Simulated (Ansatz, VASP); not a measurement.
## PtS2: VASP beside Ansatz

The input INCAR:

```
ALGO     = Normal         # electronic algorithm
EDIFF    = 1E-6           # SCF threshold, eV
ENCUT    = 500            # plane-wave cutoff, eV
GGA      = CA             # functional
GGA_COMPAT= F            
ISIF     = 2              # what is computed and relaxed
ISMEAR   = 0              # smearing method
LASPH    = T              # aspherical terms in the spheres
LCHARG   = T              # write CHGCAR
LELF     = T              # ELF
LREAL    = F              # projectors in reciprocal space
LVHAR    = T            
LWAVE    = F              # write WAVECAR
NBANDS   = 18             # bands
NELM     = 120            # most SCF steps
PREC     = Accurate       # precision mode
SIGMA    = 0.01           # smearing width, eV
```

Contents of KPOINTS:

```
k-points
0
Gamma
  12 12 4
```

Contents of POSCAR:

```
PtS2
1.0
    3.5526240935      0.0000000000      0.0000000000
   -1.7763120467      3.0766627150      0.0000000000
    0.0000000000      0.0000000000      5.1228306381
Pt S
1 2
Direct
    0.0000000000      0.0000000000      0.0000000000
    0.3333333333      0.6666666667      0.2392542164
    0.6666666667      0.3333333333      0.7607457836
```

Input for Ansatz:

```yaml
crystal:
  lattice:
    - [3.5526240935, 0.0, 0.0]
    - [-1.7763120467, 3.076662715, 0.0]
    - [0.0, 0.0, 5.1228306381]
  atoms:
    - { symbol: Pt, position: [0.0, 0.0, 0.0] }
    - { symbol: S, position: [0.3333333333, 0.6666666667, 0.2392542164] }
    - { symbol: S, position: [0.6666666667, 0.3333333333, 0.7607457836] }
kpoints:
  mp_grid: { grid: [12, 12, 4] }
hamiltonian:
  xc: lda
scf:
  occupations: { method: fixed }
output:
  optics:
    e_range: [0, 10]
    de: 0.1
    sigma: 0.05
    scissors: 2.5
    scheme: fermi_dirac
    bands: scf
```

Alike in both runs: task single point; functional LDA; k mesh 12 × 12 × 4; no spin polarisation.

|  | VASP | Ansatz |
| --- | --- | --- |
| version | VASP 6.6.1 | Ansatz 0.2.0 |
| potentials or method | VASP PAW LDA potentials, release 64 (Pt, S) | plane waves, PAW |
| plane-wave cutoff (eV) | 500 | 420 |
| occupations | gaussian, width 0.01 eV | fixed |
| valence electrons in the cell | 22 | 30 |

|  | VASP | Ansatz | Ansatz less VASP |
| --- | --- | --- | --- |
| gap on the k mesh at the Fermi level (eV) | 0.65 | 0.65 | -0.004 |

LDA's correlation is that of Perdew and Zunger in VASP and of Perdew and Wang (1992) in Ansatz. VASP's potentials hold 22 valence electrons a cell and Ansatz's 30, so a difference there can come from the potentials and not from the codes.

Spin-orbit coupling is off throughout.
